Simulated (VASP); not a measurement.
# TaAs (Fm-3m) in VASP: a series of runs, part 2 of 2

VASP 6.6.1. Earlier steps stand in the parts before.

## (4) Single point, PBEsol

This run uses another cell than the first one, of 17.61 Å³/atom, 1.042 times its volume.

File INCAR:

```
PREC = Accurate ; ENCUT = 520
EDIFF = 1E-7 ; ISMEAR = 0
SIGMA = 0.05 ; LREAL = F
LASPH = T ; NELM = 80
ALGO = Normal ; ISIF = 2
LWAVE = F ; LCHARG = T
GGA = PS ; LELF = T
LVHAR = T ; NBANDS = 15
```

File KPOINTS:

```
regular mesh
0
Gamma
  10 10 10
```

File POSCAR:

```
TaAs
1.0
    0.0000000000      2.6016369085      2.6016369085
    2.6016369085      0.0000000000      2.6016369085
    2.6016369085      2.6016369085      0.0000000000
Ta As
1 1
Direct
    0.5000000000      0.5000000000      0.5000000000
    0.0000000000      0.0000000000      0.0000000000
```

Potentials or basis: VASP PAW PBE potentials, release 64 (Ta_pv, As).

Command:

```bash
> cat potpaw_PBE.64/Ta_pv/POTCAR potpaw_PBE.64/As/POTCAR > POTCAR
> mpirun -np 1 vasp_std > vasp.out
```

OUTCAR:

```text
PREC = Accurate
   ENCUT = 520
   EDIFF = 1E-7
   ISMEAR = 0
   LREAL = F
   LASPH = T
   NELM = 80
   ISIF = 2
   GGA = PS

 ion  position               nearest neighbor table
   1  0.500  0.500  0.500-   2 2.60   2 2.60   2 2.60   2 2.60   2 2.60   2 2.60
   2  0.000  0.000  0.000-   1 2.60   1 2.60   1 2.60   1 2.60   1 2.60   1 2.60

  LATTYP: Found a face centered cubic cell.
 ALAT       =     5.2032738170

  Lattice vectors:

 A1 = (   0.0000000000,   2.6016369085,   2.6016369085)
 A2 = (   2.6016369085,   0.0000000000,   2.6016369085)
 A3 = (   2.6016369085,   2.6016369085,   0.0000000000)

Analysis of symmetry for initial positions (statically):
=====================================================================
 Subroutine PRICEL returns:
 Original cell was already a primitive cell.

 Routine SETGRP: Setting up the symmetry group for a
 face centered cubic supercell.

 Subroutine GETGRP returns: Found 48 space group operations
 (whereof 48 operations were pure point group operations)
 out of a pool of 48 trial point group operations.

The static configuration has the point symmetry O_h .

Analysis of symmetry for dynamics (positions and initial velocities):
=====================================================================
 Subroutine PRICEL returns:
 Original cell was already a primitive cell.

 Routine SETGRP: Setting up the symmetry group for a
 face centered cubic supercell.

 Subroutine GETGRP returns: Found 48 space group operations
 (whereof 48 operations were pure point group operations)
 out of a pool of 48 trial point group operations.

The dynamic configuration has the point symmetry O_h .

 Subroutine INISYM returns: Found 48 space group operations
 (whereof 48 operations are pure point group operations),
 and found     1 'primitive' translations

----------------------------------------------------------------------------------------

                                     Primitive cell

  volume of cell :      35.2184

  direct lattice vectors                    reciprocal lattice vectors
     0.000000000  2.601636909  2.601636909    -0.192186695  0.192186695  0.192186695
     2.601636909  0.000000000  2.601636909     0.192186695 -0.192186695  0.192186695
     2.601636909  2.601636909  0.000000000     0.192186695  0.192186695 -0.192186695

  length of vectors
     3.679270200  3.679270200  3.679270200     0.332877121  0.332877121  0.332877121

  position of ions in fractional coordinates (direct lattice)
     0.500000000  0.500000000  0.500000000
     0.000000000  0.000000000  0.000000000

  ion indices of the primitive-cell ions
   primitive index   ion index
                 1           1
                 2           2

----------------------------------------------------------------------------------------

 KPOINTS: regular mesh

Automatic generation of k-mesh.
 Grid dimensions read from file:
 generate k-points for:   10   10   10

 Generating k-lattice:

  Cartesian coordinates                     Fractional coordinates (reciprocal lattice)
    -0.019218670  0.019218670  0.019218670     0.100000000  0.000000000  0.000000000
     0.019218670 -0.019218670  0.019218670     0.000000000  0.100000000  0.000000000
     0.019218670  0.019218670 -0.019218670     0.000000000  0.000000000  0.100000000

  Length of vectors
     0.033287712  0.033287712  0.033287712

  Shift w.r.t. Gamma in fractional coordinates (k-lattice)
[... 36 lines left out ...]
   total plane-waves  NPLWV =  21952
   dimension x,y,z NGX =    28 NGY =   28 NGZ =   28
   dimension x,y,z NGXF=    56 NGYF=   56 NGZF=   56
   ions per type =               1   1
   NGX,Y,Z   is equivalent  to a cutoff of  12.65, 12.65, 12.65 a.u.
   NGXF,Y,Z  is equivalent  to a cutoff of  25.30, 25.30, 25.30 a.u.
 SYSTEM =  unknown system
   PREC   = accura    normal or accurate (medium, high low for compatibility)
   ISTART =      0    job   : 0-new  1-cont  2-samecut
   ICHARG =      2    charge: 1-file 2-atom 10-const
   ISPIN  =      1    spin polarized calculation?
   LNONCOLLINEAR =      F non collinear calculations
   LSORBIT =      F    spin-orbit coupling
   LASPH  =      T    aspherical Exc in radial PAW
   ENCUT  =  520.0 eV  38.22 Ry    6.18 a.u.   6.84  6.84  6.84*2*pi/ulx,y,z
   NELM   =     80;   NELMIN=  2; NELMDL= -5     # of ELM steps
   EDIFF  = 0.1E-06   stopping-criterion for ELM
   LREAL  =      F    real-space projection
   EDIFFG = 0.1E-05   stopping-criterion for IOM
   NSW    =      0    number of steps for IOM
   IBRION =     -1    ionic relax: 0-MD 1-quasi-New 2-CG
   NFREE  =      0    steps in history (QN), initial steepest desc. (CG)
   ISIF   =      2    stress and relaxation
   ISYM   =      2    0-nonsym 1-usesym 2-fastsym
   POTIM  = 0.5000    time-step for ionic-motion
   TEBEG  =    0.0;   TEEND  =   0.0 temperature during run
   PSTRESS=    0.0 pullay stress
   NELECT =      16.0000    total number of electrons
   NUPDOWN=      -1.0000    fix difference up-down
   EMIN   =  10.00;   EMAX   =-10.00  energy-range for DOS
   EFERMI =   0.00;   METHOD = LEGACY
   ISMEAR =     0;   SIGMA  =   0.05  broadening in eV -4-tet -1-fermi 0-gaus
   EFERMI_NEDOS =   21; number of points for ismear=-14 and -15
   IALGO  =     38    algorithm
   IMIX   =      4    mixing-type and parameters
     AMIX     =   0.40;   BMIX     =  1.00
     AMIX_MAG =   1.60;   BMIX_MAG =  1.00
  volume/ion in A,a.u.               =      17.61       118.83
  Fermi-wavevector in a.u.,A,eV,Ry     =   1.258514  2.378247 21.549698  1.583858
  Thomas-Fermi vector in A             =   2.392120
   LORBIT       =      0    0 simple, 1 ext, 2 COOP (PROOUT), +10 PAW based schemes
   GGA     = PS    functional components
   LHFCALC =     F    Hartree Fock is set to
   AEXX    =    0.0000 exact exchange contribution
   IVDW    =     0    specifies the selected vdW correction
   LEPSILON=     F    determine dielectric tensor
   LRPA    =     F    only Hartree local field effects (RPA)
 non-spin polarized calculation
 Gauss-broadening in eV      SIGMA  =   0.05
  energy-cutoff  :      520.00
  volume of cell :       35.22
 maximum number of plane-waves:       962
   NGX = 13   NGY = 13   NGZ = 13

 number of electron      16.0000000 magnetization

 Free energy of the ion-electron system (eV)
  ---------------------------------------------------
  ext. energy  EPLUGINS =         0.00000000
  ---------------------------------------------------
  free energy    TOTEN  =       -17.69116928 eV

  energy without entropy =      -17.68999900  energy(sigma->0) =      -17.69058414

 E-fermi :   7.4138     XC(G=0): -11.9331

 val. band max:        7.3885838092   @ k =  -0.3000   0.2000   0.0000
 cond. band min:       7.4438294686   @ k =  -0.3000   0.4000   0.2000
 fundamental gap:      0.0552456594
 Fermi energy:         7.4137560332

 k-point     1 :       0.0000    0.0000    0.0000
  band No.  band energies     occupation
      1     -28.0345      2.00000
      2     -28.0345      2.00000
      3     -28.0345      2.00000
      4      -7.0737      2.00000
      5       5.7188      2.00000
      6       5.7188      2.00000
      7       5.7188      2.00000
      8       6.5045      2.00000
      9       6.5045      2.00000
     10       7.0156      2.00000
     11       7.0156      2.00000
     12       7.0156      2.00000
     13      11.4602      0.00000
     14      14.7043      0.00000
[... 401 lines left out ...]
      2     -28.0785      2.00000
      3     -28.0743      2.00000
      4      -5.2357      2.00000
      5       1.2646      2.00000
      6       3.4509      2.00000
      7       4.3833      2.00000
      8       5.2011      2.00000
      9       7.8353      0.00000
     10       9.1349      0.00000
     11       9.5639      0.00000
     12      11.0875      0.00000
     13      11.7732      0.00000
     14      17.2354      0.00000
     15      18.3391      0.00000

 [... further k-points ...]

------------------------ aborting loop because EDIFF is reached ----------------------------------------

  FORCE on cell =-STRESS in cart. coord.  units (eV):
  Direction    XX          YY          ZZ          XY          YZ          ZX
  --------------------------------------------------------------------------------------
  -------------------------------------------------------------------------------------
  Total        0.1434918      0.1434918      0.1434918      0.0000000      0.0000000      0.0000000
  in kB        6.5278130      6.5278130      6.5278130      0.0000000      0.0000000      0.0000000
  external PRESSURE =       6.5278130 kB  Pullay stress =       0.0000000 kB

 VOLUME and BASIS-vectors are now :
 -----------------------------------------------------------------------------
  energy-cutoff  :      520.00
  volume of cell :       35.22
      direct lattice vectors                 reciprocal lattice vectors
     0.000000000  2.601636909  2.601636909    -0.192186695  0.192186695  0.192186695
     2.601636909  0.000000000  2.601636909     0.192186695 -0.192186695  0.192186695
     2.601636909  2.601636909  0.000000000     0.192186695  0.192186695 -0.192186695

 POSITION                                       TOTAL-FORCE (eV/Angst)
 -----------------------------------------------------------------------------------
      2.60164      2.60164      2.60164        -0.000000      0.000000     -0.000000
      0.00000      0.00000      0.00000         0.000000     -0.000000      0.000000
 -----------------------------------------------------------------------------------
    total drift:                                0.000000      0.000000      0.000000

  FREE ENERGIE OF THE ION-ELECTRON SYSTEM (eV)
  ---------------------------------------------------
  free  energy   TOTEN  =       -17.6911692750 eV

  energy  without entropy=      -17.6899990041  energy(sigma->0) =      -17.69058414
```

OSZICAR:

```text
N       E                     dE             d eps       ncg     rms          rms(c)
DAV:   1     0.902935135366E+02    0.90294E+02   -0.85016E+03  1410   0.103E+03
DAV:   2    -0.161741792004E+02   -0.10647E+03   -0.10145E+03  1753   0.268E+02
DAV:   3    -0.186707430686E+02   -0.24966E+01   -0.24670E+01  1775   0.362E+01
DAV:   4    -0.186839929375E+02   -0.13250E-01   -0.13247E-01  1655   0.286E+00
DAV:   5    -0.186840916077E+02   -0.98670E-04   -0.98669E-04  1781   0.237E-01    0.144E+01
DAV:   6    -0.177301868588E+02    0.95390E+00   -0.15094E+00  1613   0.106E+01    0.589E+00
DAV:   7    -0.177000035998E+02    0.30183E-01   -0.12229E-01  1690   0.253E+00    0.252E+00
DAV:   8    -0.176913070110E+02    0.86966E-02   -0.10062E-02  1543   0.596E-01    0.192E-01
DAV:   9    -0.176911772526E+02    0.12976E-03   -0.59834E-04  1571   0.163E-01    0.101E-01
DAV:  10    -0.176911726038E+02    0.46488E-05   -0.88071E-05  1774   0.906E-02    0.949E-03
DAV:  11    -0.176911700968E+02    0.25070E-05   -0.32985E-06  1641   0.179E-02    0.968E-03
DAV:  12    -0.176911692089E+02    0.88788E-06   -0.41145E-07  1823   0.628E-03    0.721E-04
DAV:  13    -0.176911692750E+02   -0.66122E-07   -0.19886E-08   831   0.140E-03
   1 F= -.17691169E+02 E0= -.17690584E+02  d E =-.117027E-02
```

stdout:

```text
POSCAR found type information on POSCAR TaAs
 POSCAR found :  2 types and       2 ions
 scaLAPACK will be used
 -----------------------------------------------------------------------------
|                                                                             |
|                                                                             |
|     You enforced a specific xc type in the INCAR file but a different       |
|     I HOPE YOU KNOW WHAT YOU ARE DOING!                                     |
|                                                                             |
 -----------------------------------------------------------------------------

 LDA part: xc-table for (Slater+PW92), standard interpolation
 POSCAR, INCAR and KPOINTS ok, starting setup
 FFT: planning ... GRIDC
 FFT: planning ... GRID_SOFT
 FFT: planning ... GRID
 WAVECAR not read
 entering main loop
```

It took 19 s on 1 thread of Intel Xeon Platinum 8488C (Sapphire Rapids), shared host; peak memory 0.17 GiB.

What came out:

- Free energy: -17.6912 eV
- Pressure: 0.7 GPa
- Band gap on the k mesh: zero (band 8 reaches 8.30 eV, above the bottom of band 9 at 6.04 eV)

Levels at points of the mesh, in eV from the Fermi level:
```
           k point  band 6  band 7  band 8  band 9  band 10  band 11
(0.00, 0.00, 0.00)   -1.69   -1.69   -0.91   -0.91    -0.40    -0.40
(0.50, 0.00, 0.00)   -4.82   -4.82    0.89    0.89     1.39     2.81
(0.50, 0.50, 0.00)   -3.73   -2.49   -2.49    0.25     1.11     1.73
```

Caveat: the PAW data sets were made with another functional, which shifts forces and pressure a little; spin-orbit coupling is left out, which moves the levels of the heavy elements.

## (5) Single point, PBEsol

This run uses another cell than the first one, of 17.61 Å³/atom, 1.042 times its volume.

File INCAR:

```
SYSTEM = TaAs
ALGO     = Normal         ! electronic algorithm
EDIFF    = 1E-6           ! SCF threshold, eV
ENCUT    = 520            ! plane-wave cutoff, eV
GGA      = PS             ! functional
ISIF     = 2              ! what is computed and relaxed
ISMEAR   = 0              ! smearing method
LASPH    = .True.         ! aspherical terms in the spheres
LCHARG   = .False.        ! write CHGCAR
LREAL    = .False.        ! projectors in reciprocal space
LWAVE    = .False.        ! write WAVECAR
NBANDS   = 15             ! bands
NELM     = 100            ! most SCF steps
PREC     = Accurate       ! precision mode
SIGMA    = 0.05           ! smearing width, eV
```

File KPOINTS:

```
k-points
0
Gamma
  10 10 10
  0 0 0
```

POSCAR is that of step 4.

Command:

```bash
> cat potpaw_PBE.64/Ta_pv/POTCAR potpaw_PBE.64/As/POTCAR > POTCAR
> mpirun -np 1 vasp_std > vasp.out
```

Run time: 18 s. Hardware: 1 thread of Intel Xeon Platinum 8488C (Sapphire Rapids), shared host; peak memory 0.17 GiB.

It converged, with:

- Free energy: -17.6912 eV
- Pressure: 0.7 GPa
- Band gap on the k mesh: zero (band 8 reaches 8.30 eV, above the bottom of band 9 at 6.04 eV)

Levels at points of the mesh, in eV from the Fermi level:
```tsv
k point	band 6	band 7	band 8	band 9	band 10	band 11
(0.00, 0.00, 0.00)	-1.69	-1.69	-0.91	-0.91	-0.40	-0.40
(0.50, 0.00, 0.00)	-4.82	-4.82	0.89	0.89	1.39	2.81
(0.50, 0.50, 0.00)	-3.73	-2.48	-2.48	0.25	1.11	1.73
```

Caveat: the PAW data sets were made with another functional, which shifts forces and pressure a little; spin-orbit coupling is left out, which moves the levels of the heavy elements.

## (6) Overview

```csv
cell,gap on the mesh (eV),pressure (GPa)
"a = 3.630 Å, angles 60.0°, 2 atoms",none,8.4
"a = 3.676 Å, angles 60.0°, 2 atoms",none,1.1
"a = 3.679 Å, angles 60.0°, 2 atoms",none,0.7
```

Alike in all rows: task single point; level PBEsol; potentials or basis VASP PAW PBE potentials, release 64 (Ta_pv, As); no spin polarisation; k mesh 10 × 10 × 10; cutoff (eV) 520; smearing gaussian 0.05 eV.

Caveats: the PAW data sets were made with another functional, which shifts forces and pressure a little; spin-orbit coupling is left out, which moves the levels of the heavy elements.

Total energies depend on the potentials used, so only differences within one code and one set of settings carry meaning.
